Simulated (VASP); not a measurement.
Set up this calculation in VASP 6.6.1, as the native input.

| Item | Value |
| --- | --- |
| Task | single point |
| Functional | PBEsol |
| Potentials or basis | VASP PAW PBE potentials, release 64 (Ga_d) |
| Cutoff | 520 eV |
| k mesh | 16 × 16 × 14 |
| Occupations | fermi-dirac, width 0.15 eV |
| Spin | no spin polarisation |
| Dipole correction | no |
| Further INCAR settings | ALGO = Fast; EDIFF = 1e-06; NBANDS = 20 |

The structure of Ga lies in POSCAR:

```
Ga
1.0
    1.3777805822     -3.9950234625      0.0000000000
    1.3777805822      3.9950234625      0.0000000000
    0.0000000000      0.0000000000      3.3303883258
Ga
2
Direct
    0.8661866468      0.1338133532      0.2500000000
    0.1338133532      0.8661866468      0.7500000000
```

This cell differs from its parent crystal: volume scaled by 1.02, then relaxed in part.

One way to write it, as run:

INCAR

```
SYSTEM = Ga
  ALGO = Fast
  EDIFF = 1E-6
  ENCUT = 520
  GGA = PS
  ISIF = 2
  ISMEAR = -1
  LASPH = .TRUE.
  LCHARG = .TRUE.
  LELF = .TRUE.
  LREAL = .FALSE.
  LVHAR = .TRUE.
  LWAVE = .FALSE.
  NBANDS = 20
  NELM = 60
  PREC = Accurate
  SIGMA = 0.15
```

KPOINTS

```
k-points
0
G
  16 16 14
  0 0 0
```

Potentials or basis: VASP PAW PBE potentials, release 64 (Ga_d).

Run with:

```console
$ cat potpaw_PBE.64/Ga_d/POTCAR > POTCAR
$ mpirun -np 1 vasp_std > vasp.out
```

It gave:

The pressure is -1.0 GPa. The band gap on the k mesh is zero (band 13 reaches 9.72 eV, above the bottom of band 14 at 1.19 eV).

Caveat: the PAW data sets were made with another functional, which shifts forces and pressure a little.

Run time: 5 min on 1 thread of Intel(R) Xeon(R) Platinum 8259CL CPU @ 2.50GHz (Skylake/Cascade Lake), on a shared host, peak memory 0.44 GiB.
